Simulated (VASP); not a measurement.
# SnO: electric field gradients with PBEsol

SnO:

```
Sn O
1.0
     3.72596    0.00000    0.00000
     0.00000    3.72596    0.00000
     0.00000    0.00000    4.83600
Sn O
2 2
Direct
  0.00000 0.50000 0.23850
  0.50000 0.00000 0.76150
  0.00000 0.00000 0.00000
  0.50000 0.50000 0.00000
```

This cell differs from its parent crystal: equal xx and yy strain of -2 %.

```yaml
Program: VASP 6.6.1
Task: electric field gradients
Functional: PBEsol
Potentials_or_basis: VASP PAW PBE potentials, release 64 (Sn_d, O_h)
Cutoff: 1000 eV
k_mesh: 8 × 8 × 6
Occupations: fermi-dirac, width 0.01 eV
Spin: no spin polarisation
Dipole_correction: no
Further_INCAR_settings: ALGO = Normal; EDIFF = 1e-08; NBANDS = 28
```

```json
{
  "Pressure": "4.9 GPa",
  "Largest force": "0.658 eV/Å",
  "Band gap on the k mesh": "zero (bands 20 and 21 overlap by 0.24 eV)",
  "Largest electric field gradient by atom": "Sn -173.5; O +7.9 V/Å²"
}
```

Forces in eV/Å, atoms in the order of the input:
```
Sn   0.000  0.000  0.658
Sn   0.000  0.000 -0.658
O    0.000  0.000  0.000
O    0.000  0.000  0.000
```

Stress tensor (GPa, compression positive):
```
5.92 0.00 0.00
0.00 5.92 0.00
0.00 0.00 2.93
```

Levels at points of the mesh, in eV from the Fermi level:
```tsv
k point	band 17	band 18	band 19	band 20	band 21	band 22	band 23	band 24
(0.00, 0.00, 0.00)	-3.90	-3.50	-3.50	0.02	2.12	4.08	4.64	4.64
(0.50, 0.00, 0.00)	-5.30	-5.30	-3.08	-3.08	3.06	3.06	5.96	5.96
(0.50, 0.50, 0.00)	-2.81	-2.81	-2.09	-2.09	-0.22	-0.22	4.12	4.12
(0.00, 0.00, 0.50)	-3.52	-3.52	-3.17	-2.69	1.60	2.81	2.81	3.72
(0.50, 0.00, 0.50)	-5.27	-5.27	-2.03	-2.03	2.40	2.40	5.44	5.44
(0.50, 0.50, 0.50)	-2.90	-2.90	-2.81	-2.81	2.07	2.07	3.87	3.87
```

Electric field gradients, principal values (V/Å²):
```tsv
atom	least	middle	greatest (by size)
1 Sn	86.738	86.738	-173.476
2 Sn	86.738	86.738	-173.476
3 O	-3.963	-3.963	7.925
4 O	-3.963	-3.963	7.925
```

Wall time 3.2 min on 1 thread of Intel(R) Xeon(R) Platinum 8488C (Sapphire Rapids), on a shared host, peak memory 0.42 GiB.

Caveat: the cell differs from its parent crystal (equal xx and yy strain of -2 %); the cell stands under pressure; semilocal functionals underestimate gaps, and a narrow one can read as zero; without QUAD_EFG the Cq values of the log hold for a quadrupole moment of 1 mb, not for the nuclei; the PAW data sets were made with another functional, which shifts forces and pressure a little; spin-orbit coupling is left out, which moves the levels of the heavy elements.
